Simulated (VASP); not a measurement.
Runs of VASP 6.6.1 on NaF. It takes space group Pm-3m (No. 221, cubic). The conventional cell has a = 2.793 Å, b = 2.793 Å, c = 2.793 Å, α = 90.00°, β = 90.00°, γ = 90.00°. Within 3.2 Å of Na (site symmetry m-3m) lie 8 F at 2.42 Å and 6 Na at 2.79 Å. F (site symmetry m-3m) has 8 Na at 2.42 Å and 6 F at 2.79 Å within 3.2 Å. 

| level | k mesh | grid for exact exchange (PRECFOCK) | share of exact exchange | screening parameter | gap on the mesh (eV) | pressure (GPa) |
| --- | --- | --- | --- | --- | --- | --- |
| r2SCAN | 6 × 6 × 6 | - | - | - | 7.12 | -0.8 |
| HSE06 | 6 × 6 × 6 | Normal | 0.25 | 0.2079 1/Å | (a) | 1.9 |
| PBE | 6 × 6 × 6 | - | - | - | 6.11 | 4.2 |
| PBE0 | 6 × 6 × 6 | Normal | 0.25 | - | 9.07 | 1.8 |
| PBE | 8 × 8 × 8 | - | - | - | 6.11 | (b) |

Alike in all rows: task single point; potentials or basis VASP PAW PBE potentials, release 64 (Na_pv, F); no spin polarisation; cell as given; cutoff (eV) 520; smearing gaussian 0.01 eV.

Question: Estimate the missing entries.

Answer: (a) 8.30; (b) 4.3.

Caveats: the PAW data sets were made with another functional, which shifts forces and pressure a little (at least some runs); the cell stands under pressure (at least some runs).

A k mesh can miss the band edges.
